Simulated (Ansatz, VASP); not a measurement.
**Al in VASP and in Ansatz**

```
Al
1.0
    -1.60713    1.60713    1.59122
     1.60713   -1.60713    1.59122
     1.57531    1.57531   -1.59122
Al
1
Direct
  0.00000 0.00000 0.00000
```

Alike in both runs: functional PBEsol; k mesh 10 × 10 × 10; occupations fermi-dirac, width 0.05 eV; no spin polarisation.

|  | VASP | Ansatz |
| --- | --- | --- |
| version | VASP 6.6.1 | Ansatz 0.2.0 |
| potentials or method | VASP PAW PBE potentials, release 64 (Al) | Ansatz PAW |
| plane-wave cutoff (eV) | 520 | 420 |
| valence electrons in the cell | 3 | 3 |
| task | single point | band structure |

Ansatz gave:

- gap on the k mesh at the Fermi level (eV): none
- pressure (GPa): 2.8
- traceless stress, the component that is largest in VASP (GPa): 2.71

What did VASP give for the same quantities?

gap on the k mesh at the Fermi level (eV): none; pressure (GPa): 2.9; traceless stress, the component that is largest in VASP (GPa): 2.72.

VASP's potentials were made for PBE, not for PBEsol. A gap of «none» marks a metal or a gap that the smearing closes.
